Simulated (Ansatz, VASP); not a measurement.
## YSe in VASP and in Ansatz

The input INCAR:

```
SYSTEM = YSe
PREC     = Accurate       ! precision mode
ENCUT    = 520            ! plane-wave cutoff, eV
EDIFF    = 1E-8           ! SCF threshold, eV
ISMEAR   = -1             ! smearing method
SIGMA    = 0.03           ! smearing width, eV
LREAL    = .FALSE.        ! projectors in reciprocal space
LASPH    = .TRUE.         ! aspherical terms in the spheres
NELM     = 80             ! most SCF steps
ALGO     = Normal         ! electronic algorithm
ISIF     = 2              ! what is computed and relaxed
LWAVE    = .FALSE.        ! write WAVECAR
LCHARG   = .FALSE.        ! write CHGCAR
GGA      = CA             ! functional
LEFG     = .TRUE.       
NBANDS   = 16             ! bands
```

The input KPOINTS:

```
regular mesh
0
G
  7 7 7
  0 0 0
```

The input POSCAR:

```
YSe
1.0
    0.0575000000      2.9037500000      2.9037500000
    2.9037500000      0.0575000000      2.9037500000
    2.9037500000      2.9037500000      0.0575000000
Y Se
1 1
Direct
    0.0000000000      0.0000000000      0.0000000000
    0.5000000000      0.5000000000      0.5000000000
```

Input for Ansatz:

```yaml
crystal:
  lattice:
    - [0.0575, 2.90375, 2.90375]
    - [2.90375, 0.0575, 2.90375]
    - [2.90375, 2.90375, 0.0575]
  atoms:
    - { symbol: "Y", position: [0.0, 0.0, 0.0] }
    - { symbol: Se, position: [0.5, 0.5, 0.5] }
kpoints:
  mp_grid: { grid: [7, 7, 7] }
scf:
  occupations: { method: fermi_dirac, width: 0.03 }
hamiltonian:
  xc: lda
  pseudopotentials: { kind: all_electron, datasets: crystal }
output:
  forces: true
  stress: true
  eigenvalues: true
  efg: { contact_densities: true }
```

Change from the starting cell: equal xy, yz and zx shear strains of +2 %, crystal datasets.

Alike in both runs: task electric field gradients; functional LDA; k mesh 7 × 7 × 7; occupations fermi-dirac, width 0.03 eV; no spin polarisation.

|  | VASP | Ansatz |
| --- | --- | --- |
| version | VASP 6.6.1 | Ansatz 0.2.0 |
| potentials or method | VASP PAW LDA potentials, release 64 (Y_sv, Se), cutoff 520 eV | all-electron PAW with datasets made for the crystal, scalar-relativistic |

```csv
,VASP,Ansatz,Ansatz less VASP
pressure (GPa),-4.5,-4.6,-0.13
"traceless stress, the component that is largest in VASP (GPa)",-0.17,-0.17,+0.001
size of Vzz on the site where it differs most (V/Å²),8.0,8.5,+0.44
```

LDA's correlation is that of Perdew and Zunger in VASP and of Perdew and Wang (1992) in Ansatz. Ansatz ran all-electron here, and VASP with PAW potentials.
